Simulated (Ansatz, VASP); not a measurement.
# BaTiO3 in VASP and in Ansatz

```
Ba Ti O
1.0
     4.03404    0.00000    0.00000
     0.00000    4.03404    0.00000
     0.00000    0.00000    3.96614
Ba Ti O
1 1 3
Direct
  0.00000 0.00000 0.00000
  0.50000 0.50000 0.50000
  0.50000 0.50000 0.00000
  0.50000 0.00000 0.50000
  0.00000 0.50000 0.50000
```

Change from the starting cell: epitaxial_xy strain +1.0%.

Alike in both runs: task single point; functional PBE; k mesh 6 × 6 × 6; occupations fermi-dirac, width 0.02 eV; no spin polarisation.

|  | VASP | Ansatz |
| --- | --- | --- |
| version | VASP 6.6.1 | Ansatz 0.2.0 |
| potentials or method | VASP PAW PBE potentials, release 64 (Ba_sv, Ti_sv, O) | plane waves, PAW |
| plane-wave cutoff (eV) | 520 | 420 |
| valence electrons in the cell | 40 | 40 |

Ansatz gave:

| Item | Value |
| --- | --- |
| gap on the k mesh at the Fermi level (eV) | 1.76 |
| pressure (GPa) | 1.1 |
| traceless stress, the component that is largest in VASP (GPa) | 2.14 |

Problem. Estimate VASP's values.

Solution. gap on the k mesh at the Fermi level (eV): 1.70; pressure (GPa): 2.8; traceless stress, the component that is largest in VASP (GPa): 2.21.

With one functional, cell and mesh, what is left measures potentials, basis and numerics.

Spin-orbit coupling is off throughout.
